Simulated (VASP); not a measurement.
## GaGe: single point with PBE

Crystal: GaGe.

```xyz
2
Lattice="0.0000 2.8978 2.8978 2.8978 0.0000 2.8978 2.8978 2.8978 0.0000" Properties=species:S:1:pos:R:3 pbc="T T T"
Ge    0.0000    0.0000    0.0000
Ga    1.4489    1.4489    1.4489
```

```yaml
Program: VASP 6.6.1
Task: single point
Functional: PBE
Potentials_or_basis: VASP PAW PBE potentials, release 64 (Ge_d, Ga_d)
Cutoff: 520 eV
k_mesh: 8 × 8 × 8
Occupations: gaussian, width 0.025 eV
Spin: no spin polarisation
```

The pressure is 0.3 GPa and the band gap on the k mesh is zero (an odd number of electrons rules out a gap without spin polarisation).

Levels at points of the mesh, in eV from the Fermi level:
```
           k point  band 11  band 12  band 13  band 14  band 15  band 16  band 17  band 18
(0.00, 0.00, 0.00)   -10.56     1.65     1.65     1.65     2.03     4.33     4.33     4.33
(0.50, 0.00, 0.00)    -8.61    -5.40     0.35     0.35     2.03     5.32     5.32     8.17
(0.50, 0.50, 0.00)    -7.55    -5.84    -1.28    -1.28     2.30     2.40    10.99    10.99
```

Wall time 47 s on 1 thread of Intel(R) Xeon(R) Platinum 8259CL CPU @ 2.50GHz (Skylake/Cascade Lake), on a shared host, peak memory 0.18 GiB.
